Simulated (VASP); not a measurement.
# CdSe (NiAs type) (P6_3/mmc) in VASP: single point with PBE

Aim: the single point of CdSe (NiAs type) with PBE.

Program: VASP 6.6.1. These are calculated values, not measurements. Logs are shortened: lines on timing, memory, paths and dates and some standing lists are left out, and cuts for length are marked.

**1. The cell of the first run**

Symmetry: P6_3/mmc, No. 194, hexagonal system. The conventional cell has a = 3.292 Å, b = 3.292 Å, c = 6.245 Å, α = 90.00°, β = 90.00°, γ = 120.00°. Cd (site symmetry -3m) has 6 Se at 2.46 Å and 2 Cd at 3.12 Å within 3.2 Å. Within 3.2 Å of Se (site symmetry -6m2) lie 6 Cd at 2.46 Å.

**2. Single point, PBE**

INCAR reads:

```
SYSTEM = CdSe
PREC = Accurate
ENCUT = 520
EDIFF = 1E-6
ISMEAR = -1
SIGMA = 0.05
LREAL = .False.
LASPH = .True.
NELM = 60
ALGO = Normal
ISIF = 2
LWAVE = .False.
LCHARG = .False.
GGA = PE
NBANDS = 26
```

KPOINTS reads:

```
Automatic mesh
0
Gamma
  11 11 6
  0 0 0
```

POSCAR reads:

```
CdSe
1.0
    3.2924495462      0.0000000000      0.0000000000
   -1.6462247731      2.8513449477      0.0000000000
    0.0000000000      0.0000000000      6.2447727848
Cd Se
2 2
Direct
    0.0000000000      0.0000000000      0.0000000000
    0.0000000000      0.0000000000      0.5000000000
    0.3333333333      0.6666666667      0.2500000000
    0.6666666667      0.3333333333      0.7500000000
```

Potentials or basis: VASP PAW PBE potentials, release 64 (Cd, Se).

Command:

```console
$ cat potpaw_PBE.64/Cd/POTCAR potpaw_PBE.64/Se/POTCAR > POTCAR
$ mpirun -np 1 vasp_std > vasp.out
```

OUTCAR:

```text
SYSTEM = CdSe
   PREC = Accurate
   ENCUT = 520
   EDIFF = 1E-6
   ISMEAR = -1
   LREAL = .False.
   LASPH = .True.
   NELM = 60
   ISIF = 2
   GGA = PE

 ion  position               nearest neighbor table
   1  0.000  0.000  0.000-   3 2.46   4 2.46   4 2.46   3 2.46   4 2.46   3 2.46   2 3.12   2 3.12

   2  0.000  0.000  0.500-   3 2.46   4 2.46   4 2.46   3 2.46   4 2.46   3 2.46   1 3.12   1 3.12

   3  0.333  0.667  0.250-   1 2.46   2 2.46   1 2.46   2 2.46   1 2.46   2 2.46
   4  0.667  0.333  0.750-   1 2.46   2 2.46   1 2.46   2 2.46   1 2.46   2 2.46

  LATTYP: Found a hexagonal cell.
 ALAT       =     3.2924495462
 C/A-ratio  =     1.8966950585

  Lattice vectors:

 A1 = (   3.2924495462,   0.0000000000,   0.0000000000)
 A2 = (  -1.6462247731,   2.8513449477,   0.0000000000)
 A3 = (   0.0000000000,   0.0000000000,   6.2447727848)

Analysis of symmetry for initial positions (statically):
=====================================================================
 Subroutine PRICEL returns:
 Original cell was already a primitive cell.

 Routine SETGRP: Setting up the symmetry group for a
 hexagonal supercell.

 Subroutine GETGRP returns: Found 24 space group operations
 (whereof 12 operations were pure point group operations)
 out of a pool of 24 trial point group operations.

The static configuration has the point symmetry D_3d.
 The point group associated with its full space group is D_6h.

Analysis of symmetry for dynamics (positions and initial velocities):
=====================================================================
 Subroutine PRICEL returns:
 Original cell was already a primitive cell.

 Routine SETGRP: Setting up the symmetry group for a
 hexagonal supercell.

 Subroutine GETGRP returns: Found 24 space group operations
 (whereof 12 operations were pure point group operations)
 out of a pool of 24 trial point group operations.

The dynamic configuration has the point symmetry D_3d.
 The point group associated with its full space group is D_6h.

 Subroutine INISYM returns: Found 24 space group operations
 (whereof 12 operations are pure point group operations),
 and found     1 'primitive' translations

----------------------------------------------------------------------------------------

                                     Primitive cell

  volume of cell :      58.6254

  direct lattice vectors                    reciprocal lattice vectors
     3.292449546  0.000000000  0.000000000     0.303725231  0.175355844  0.000000000
    -1.646224773  2.851344948  0.000000000     0.000000000  0.350711688  0.000000000
     0.000000000  0.000000000  6.244772785     0.000000000  0.000000000  0.160133929

  length of vectors
     3.292449546  3.292449546  6.244772785     0.350711688  0.350711688  0.160133929

  position of ions in fractional coordinates (direct lattice)
     0.000000000  0.000000000  0.000000000
     0.000000000  0.000000000  0.500000000
     0.333333333  0.666666667  0.250000000
     0.666666667  0.333333333  0.750000000

  ion indices of the primitive-cell ions
   primitive index   ion index
                 1           1
                 2           2
                 3           3
                 4           4

----------------------------------------------------------------------------------------

 KPOINTS: Automatic mesh

Automatic generation of k-mesh.
 Grid dimensions read from file:
 generate k-points for:   11   11    6

 Generating k-lattice:

  Cartesian coordinates                     Fractional coordinates (reciprocal lattice)
     0.027611385  0.015941440  0.000000000     0.090909091  0.000000000  0.000000000
     0.000000000  0.031882881  0.000000000     0.000000000  0.090909091  0.000000000
     0.000000000  0.000000000  0.026688988     0.000000000  0.000000000  0.166666667

  Length of vectors
     0.031882881  0.031882881  0.026688988

  Shift w.r.t. Gamma in fractional coordinates (k-lattice)
     0.000000000  0.000000000  0.000000000

 Subroutine IBZKPT returns following result:
 ===========================================

 Found     64 irreducible k-points:

 Following reciprocal coordinates:
            Coordinates               Weight
  0.000000  0.000000  0.000000      1.000000
  0.090909  0.000000  0.000000      6.000000
  0.181818  0.000000  0.000000      6.000000
  0.272727  0.000000  0.000000      6.000000
  0.363636  0.000000  0.000000      6.000000
  0.454545  0.000000  0.000000      6.000000
[... 16 lines left out ...]
  0.090909  0.090909  0.166667     12.000000
  0.181818  0.090909  0.166667     24.000000
 [... further k-points ...]
   k-points           NKPTS =     64   k-points in BZ     NKDIM =     64   number of bands    NBANDS=     26
   number of dos      NEDOS =    301   number of ions     NIONS =      4
   total plane-waves  NPLWV =  27648
   dimension x,y,z NGX =    24 NGY =   24 NGZ =   48
   dimension x,y,z NGXF=    48 NGYF=   48 NGZF=   96
   ions per type =               2   2
   NGX,Y,Z   is equivalent  to a cutoff of  12.12, 12.12, 12.78 a.u.
   NGXF,Y,Z  is equivalent  to a cutoff of  24.24, 24.24, 25.56 a.u.
 SYSTEM =  CdSe
   PREC   = accura    normal or accurate (medium, high low for compatibility)
   ISTART =      0    job   : 0-new  1-cont  2-samecut
   ICHARG =      2    charge: 1-file 2-atom 10-const
   ISPIN  =      1    spin polarized calculation?
   LNONCOLLINEAR =      F non collinear calculations
   LSORBIT =      F    spin-orbit coupling
   LASPH  =      T    aspherical Exc in radial PAW
   ENCUT  =  520.0 eV  38.22 Ry    6.18 a.u.   6.12  6.12 11.61*2*pi/ulx,y,z
   NELM   =     60;   NELMIN=  2; NELMDL= -5     # of ELM steps
   EDIFF  = 0.1E-05   stopping-criterion for ELM
   LREAL  =      F    real-space projection
   EDIFFG = 0.1E-04   stopping-criterion for IOM
   NSW    =      0    number of steps for IOM
   IBRION =     -1    ionic relax: 0-MD 1-quasi-New 2-CG
   NFREE  =      0    steps in history (QN), initial steepest desc. (CG)
   ISIF   =      2    stress and relaxation
   ISYM   =      2    0-nonsym 1-usesym 2-fastsym
   POTIM  = 0.5000    time-step for ionic-motion
   TEBEG  =    0.0;   TEEND  =   0.0 temperature during run
   PSTRESS=    0.0 pullay stress
   NELECT =      36.0000    total number of electrons
   NUPDOWN=      -1.0000    fix difference up-down
   EMIN   =  10.00;   EMAX   =-10.00  energy-range for DOS
   EFERMI =   0.00;   METHOD = LEGACY
   ISMEAR =    -1;   SIGMA  =   0.05  broadening in eV -4-tet -1-fermi 0-gaus
   EFERMI_NEDOS =   21; number of points for ismear=-14 and -15
   IALGO  =     38    algorithm
   IMIX   =      4    mixing-type and parameters
     AMIX     =   0.40;   BMIX     =  1.00
     AMIX_MAG =   1.60;   BMIX_MAG =  1.00
  volume/ion in A,a.u.               =      14.66        98.91
  Fermi-wavevector in a.u.,A,eV,Ry     =   1.391491  2.629537 26.344253  1.936248
  Thomas-Fermi vector in A             =   2.515325
   LORBIT       =      0    0 simple, 1 ext, 2 COOP (PROOUT), +10 PAW based schemes
   GGA     = PE    functional components
   LHFCALC =     F    Hartree Fock is set to
   AEXX    =    0.0000 exact exchange contribution
   IVDW    =     0    specifies the selected vdW correction
   LEPSILON=     F    determine dielectric tensor
   LRPA    =     F    only Hartree local field effects (RPA)
 non-spin polarized calculation
  energy-cutoff  :      520.00
  volume of cell :       58.63
 maximum number of plane-waves:      1608
   NGX = 13   NGY = 13   NGZ = 23

 number of electron      36.0000009 magnetization

 Free energy of the ion-electron system (eV)
  ---------------------------------------------------
  ext. energy  EPLUGINS =         0.00000000
  ---------------------------------------------------
  free energy    TOTEN  =        -3.37065994 eV

  energy without entropy =       -3.36692111  energy(sigma->0) =       -3.36879052

 E-fermi :   8.3868     XC(G=0): -12.5067

 val. band max:        8.3377858920   @ k =   0.0000   0.0000   0.3333
 cond. band min:       8.3959144292   @ k =   0.1818   0.0000   0.0000
 fundamental gap:      0.0581285372
 Fermi energy:         8.3868499067

 k-point     1 :       0.0000    0.0000    0.0000
  band No.  band energies     occupation
      1      -9.3357      2.00000
      2      -7.4307      2.00000
      3      -3.2388      2.00000
      4      -2.6354      2.00000
      5      -2.5989      2.00000
      6      -2.5989      2.00000
[... 18 lines left out ...]
     25      18.4132      0.00000
     26      18.5152      0.00000

 k-point     2 :       0.0909    0.0000    0.0000
  band No.  band energies     occupation
      1      -9.2050      2.00000
      2      -7.4125      2.00000
      3      -3.1039      2.00000
      4      -2.6151      2.00000
      5      -2.5740      2.00000
      6      -2.5300      2.00000
[... 18 lines left out ...]
     25      16.7047      0.00000
     26      17.3996      0.00000

 k-point     3 :       0.1818    0.0000    0.0000
  band No.  band energies     occupation
      1      -8.8260      2.00000
      2      -7.3604      2.00000
      3      -2.7911      2.00000
      4      -2.5771      2.00000
      5      -2.5379      2.00000
      6      -2.3709      2.00000
[... 18 lines left out ...]
     25      16.5856      0.00000
     26      16.7830      0.00000

 k-point     4 :       0.2727    0.0000    0.0000
  band No.  band energies     occupation
      1      -8.2533      2.00000
      2      -7.2716      2.00000
      3      -2.7909      2.00000
      4      -2.5660      2.00000
      5      -2.5560      2.00000
      6      -2.4133      2.00000
[... 18 lines left out ...]
     25      17.0180      0.00000
     26      18.7467      0.00000
[... 496 lines left out ...]
      1      -7.4123      2.00000
      2      -6.7189      2.00000
      3      -3.2712      2.00000
      4      -2.9658      2.00000
      5      -2.6053      2.00000
      6      -2.4987      2.00000
[... 18 lines left out ...]
     25      18.1524      0.00000
     26      20.0094      0.00000

 k-point    23 :       0.0909    0.0909    0.1667
  band No.  band energies     occupation
      1      -8.8689      2.00000
      2      -7.5218      2.00000
      3      -2.8436      2.00000
      4      -2.5753      2.00000
      5      -2.4734      2.00000
      6      -2.3654      2.00000
[... 18 lines left out ...]
     25      16.3544      0.00000
     26      16.4883      0.00000

 k-point    24 :       0.1818    0.0909    0.1667
  band No.  band energies     occupation
      1      -8.4014      2.00000
      2      -7.4014      2.00000
      3      -2.6923      2.00000
      4      -2.5909      2.00000
      5      -2.4792      2.00000
      6      -2.4004      2.00000
[... 18 lines left out ...]
     25      16.5997      0.00000
     26      17.3429      0.00000

 [... further k-points ...]
[... 5 lines left out ...]
  --------------------------------------------------------------------------------------
  -------------------------------------------------------------------------------------
  Total       34.0180953     34.0180953     34.2434273      0.0000000      0.0000000      0.0000000
  in kB      929.6833343    929.6833343    935.8414506      0.0000000      0.0000000      0.0000000
  external PRESSURE =     931.7360397 kB  Pullay stress =       0.0000000 kB

 VOLUME and BASIS-vectors are now :
 -----------------------------------------------------------------------------
  energy-cutoff  :      520.00
  volume of cell :       58.63
      direct lattice vectors                 reciprocal lattice vectors
     3.292449546  0.000000000  0.000000000     0.303725231  0.175355844  0.000000000
    -1.646224773  2.851344948  0.000000000     0.000000000  0.350711688  0.000000000
     0.000000000  0.000000000  6.244772785     0.000000000  0.000000000  0.160133929

 POSITION                                       TOTAL-FORCE (eV/Angst)
 -----------------------------------------------------------------------------------
      0.00000      0.00000      0.00000        -0.000000      0.000000      0.000000
      0.00000      0.00000      3.12239        -0.000000      0.000000      0.000000
     -0.00000      1.90090      1.56119         0.000000     -0.000000      0.000000
      1.64622      0.95045      4.68358        -0.000000      0.000000     -0.000000
 -----------------------------------------------------------------------------------
    total drift:                               -0.000000      0.000000      0.000000

  FREE ENERGIE OF THE ION-ELECTRON SYSTEM (eV)
  ---------------------------------------------------
  free  energy   TOTEN  =        -3.3706599372 eV

  energy  without entropy=       -3.3669211058  energy(sigma->0) =       -3.36879052
```

Run time: 47 s. Hardware: 1 thread of AMD EPYC 9R45 (Zen 5), shared host; peak memory 0.2 GiB.

Results:

```
Free energy            : -3.3707 eV
Pressure               : 93.2 GPa
Band gap on the k mesh : zero (band 18 reaches 8.74 eV, above the bottom of band 19 at 7.63 eV)
```
